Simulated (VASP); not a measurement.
Wanted: the native input for a VASP 6.6.1 run.

```yaml
Task: relaxation of cell and atoms
Functional: PBE
Potentials_or_basis: VASP PAW PBE potentials, release 64 (Sn_d)
Cutoff: 600 eV
k_mesh: 13 × 13 × 7
Occupations: fermi-dirac, width 0.1 eV
Spin: no spin polarisation
Target_pressure: 4.4 GPa
Dipole_correction: no
Further_INCAR_settings: ALGO = Normal; EDIFF = 1e-06; IBRION = 2; EDIFFG = -0.005; NSW = 32; ISIF = 3
```

The structure of Sn lies in POSCAR:

```
Sn
1.0
    3.3402611876      0.0000000000      0.0000000000
   -1.6701305938      2.8927510438      0.0000000000
    0.0000000000      0.0000000000      5.3175104833
Sn
2
Direct
    0.3333333333      0.6666666667      0.2500000000
    0.6666666667      0.3333333333      0.7500000000
```

This isn't the form of Sn at room conditions, which is tetragonal (white tin).

The input as run:

INCAR

```
ALGO = Normal ; EDIFF = 1E-6
EDIFFG = -0.005 ; ENCUT = 600
GGA = PE ; IBRION = 2
ISIF = 3 ; ISMEAR = -1
LASPH = True ; LCHARG = False
LREAL = False ; LWAVE = False
NELM = 100 ; NSW = 32
PREC = Accurate ; PSTRESS = 44.0
SIGMA = 0.1
```

KPOINTS

```
k-points
0
Gamma
  13 13 7
```

Potentials or basis: VASP PAW PBE potentials, release 64 (Sn_d).

Run with:

```bash
$ cat potpaw_PBE.64/Sn_d/POTCAR > POTCAR
$ mpirun -np 1 vasp_std > vasp.out
```

Results of the run:

* Pressure after relaxing: 4.4 GPa
* Band gap on the k mesh: zero (bands 14 and 15 overlap by 7.98 eV)

Caveat: the cell is relaxed towards a set pressure, so the run minimises the enthalpy, not the energy; spin-orbit coupling is left out, which moves the levels of the heavy elements.

Wall time 56 s on 1 thread of Intel Xeon 8259CL, on a shared host, peak memory 0.23 GiB.
